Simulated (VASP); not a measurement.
The system is Co.

```
Co
1.0
     0.00000    1.79785    1.79785
     1.79785    0.00000    1.79785
     3.59570    3.59570    0.00000
Co
2
Direct
  0.00000 0.00000 0.00000
  0.00000 0.00000 0.50000
```

Base run:

* Program: VASP 6.6.1
* Functional: PBEsol
* Potentials or basis: VASP PAW PBE potentials, release 64 (Co)
* Cutoff: 520 eV
* k mesh: 12 × 12 × 6
* Occupations: fermi-dirac, width 0.1 eV
* Spin: collinear spin, ferromagnetic start
* Starting moments: [3.0, 3.0] μB

Its results: pressure -20.1 GPa.

**Question.** The run is repeated on the same cell with these changes: spin from collinear spin, ferromagnetic start to no spin polarisation; further incar settings from ALGO = Normal; EDIFF = 1e-06; NBANDS = 20 to ALGO = Normal; EDIFF = 1e-06; NBANDS = 16. What comes out?

**Answer.** Pressure -31.2 GPa.

Caveats: the PAW data sets were made with another functional, which shifts forces and pressure a little.
